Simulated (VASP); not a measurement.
The system is Si3N4.

```
Si N
1.0
     7.63220    0.00000    0.00000
    -3.81610    6.60968    0.00000
     0.00000    0.00000    2.91910
Si N
6 8
Direct
  0.19520 0.76560 0.25000
  0.42960 0.19520 0.75000
  0.23440 0.42960 0.25000
  0.80480 0.23440 0.75000
  0.57040 0.80480 0.25000
  0.76560 0.57040 0.75000
  0.33333 0.66667 0.25000
  0.66667 0.33333 0.75000
  0.33940 0.03620 0.25000
  0.30320 0.33940 0.75000
  0.96380 0.30320 0.25000
  0.66060 0.96380 0.75000
  0.69680 0.66060 0.25000
  0.03620 0.69680 0.75000
```

| Item | Value |
| --- | --- |
| Program | VASP 6.6.1 |
| Task | relaxation of the atoms |
| Functional | PBE |
| Potentials or basis | VASP PAW PBE potentials, release 64 (Si, N) |
| Cutoff | 520 eV |
| k mesh | 4 × 4 × 9 |
| Occupations | fermi-dirac, width 0.02 eV |
| Spin | no spin polarisation |

At the start: pressure 10.5 GPa; volume 10.52 Å³/atom.

**Question.** How do energy, volume and symmetry change on relaxing?

**Answer.** Over 18 steps the energy falls by 288.1 meV/atom; space group P6_3/m (No. 176, to 0.1 Å) before and after.

Step by step:
```csv
step,energy change (eV),largest force (eV/Å),pressure (GPa)
1,0.0000,9.3382,10.55
2,6.6973,7.9669,11.28
3,-3.7954,0.9681,3.14
4,-3.7956,1.0694,3.05
5,-3.7975,1.0198,3.09
6,-3.9369,0.6056,2.85
7,-3.9370,0.6261,2.85
8,-4.0206,0.1028,2.71
9,-4.0207,0.0975,2.70
10,-4.0239,0.0937,2.65
11,-4.0248,0.1765,2.60
12,-4.0263,0.1580,2.57
13,-4.0300,0.1031,2.48
14,-4.0332,0.0479,2.30
15,-4.0333,0.0464,2.28
16,-4.0335,0.0244,2.27
17,-4.0335,0.0268,2.26
18,-4.0336,0.0160,2.26
```

Final structure:
```
Si N
1.0
     7.63220    0.00000    0.00000
    -3.81610    6.60968    0.00000
     0.00000    0.00000    2.91910
Si N
6 8
Cartesian
  -1.6015 5.0782 0.7298
  2.4336 1.1522 2.1893
  0.2190 2.6836 0.7298
  5.4176 1.5314 2.1893
  1.3825 5.4575 0.7298
  3.5971 3.9260 2.1893
  0.0000 4.4065 0.7298
  3.8161 2.2032 2.1893
  2.4004 0.2000 0.7298
  1.0269 2.1788 2.1893
  6.2588 1.9788 0.7298
  1.4157 6.4096 2.1893
  2.7892 4.4309 0.7298
  -2.4427 4.6309 2.1893
```
